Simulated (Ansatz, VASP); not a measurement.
One calculation of GaN, two programs

POSCAR

```
GaN
1.0
    0.0000000000      2.2535006075      2.2535006075
    2.2535006075      0.0000000000      2.2535006075
    2.2535006075      2.2535006075      0.0000000000
Ga N
1 1
Direct
   -0.0332815530     -0.0332815530      0.0332815530
    0.7500000000      0.7500000000      0.7500000000
```

File INCAR.step1:

```
SYSTEM = GaN
PREC = Accurate ; ENCUT = 520
ISMEAR = 0 ; SIGMA = 0.05
LREAL = .FALSE. ; LASPH = .TRUE.
NELM = 80 ; NBANDS = 16
GGA = PE ; ALGO = Normal
EDIFF = 1E-4 ; LWAVE = .TRUE.
LCHARG = .FALSE.
```

The input INCAR.step2:

```
SYSTEM = GaN
PREC = Accurate ; ENCUT = 520
EDIFF = 1E-7 ; ISMEAR = 0
SIGMA = 0.05 ; LREAL = .FALSE.
LASPH = .TRUE. ; NELM = 80
ALGO = Normal ; ISIF = 2
LWAVE = .FALSE. ; LCHARG = .FALSE.
METAGGA = R2SCAN ; LMIXTAU = .TRUE.
NBANDS = 16 ; ISTART = 1
```

KPOINTS

```
Automatic mesh
0
G
  10 10 10
  0 0 0
```

Input for Ansatz:

```yaml
crystal:
  lattice:
    - [0.0, 2.2535006075, 2.2535006075]
    - [2.2535006075, 0.0, 2.2535006075]
    - [2.2535006075, 2.2535006075, 0.0]
  atoms:
    - { symbol: Ga, position: [-0.033281553, -0.033281553, 0.033281553] }
    - { symbol: "N", position: [0.75, 0.75, 0.75] }
basis:
  ecutwfc: 500
kpoints:
  mp_grid: { grid: [10, 10, 10] }
hamiltonian:
  xc: r2scan
scf:
  occupations: { method: gaussian, width: 0.05 }
output:
  forces: true
  stress: true
  eigenvalues: true
```

Alike in both runs: task single point; functional r2SCAN; k mesh 10 × 10 × 10; occupations gaussian, width 0.05 eV; no spin polarisation.

|  | VASP | Ansatz |
| --- | --- | --- |
| version | VASP 6.6.1 | Ansatz 0.2.0 |
| potentials or method | VASP PAW PBE potentials, release 64 (Ga_d, N), cutoff 520 eV | scalar-relativistic, plane waves, PAW |
| valence electrons in the cell | 18 | 18 |

VASP gave:

```
gap on the k mesh at the Fermi level (eV)                     : 1.91
least direct gap on the mesh (eV)                             : 1.91
pressure (GPa)                                                : 2.1
traceless stress, the component that is largest in VASP (GPa) : 9.03
rms of the force components (eV/Å)                            : 1.075
```

Q: Estimate Ansatz's values.

A: gap on the k mesh at the Fermi level (eV): 1.91; least direct gap on the mesh (eV): 1.91; pressure (GPa): 1.1; traceless stress, the component that is largest in VASP (GPa): 8.62; rms of the force components (eV/Å): 1.057.

VASP's potentials were made for PBE, not for r2SCAN. Atom by atom the forces differ by 0.018 eV/Å (rms over components).
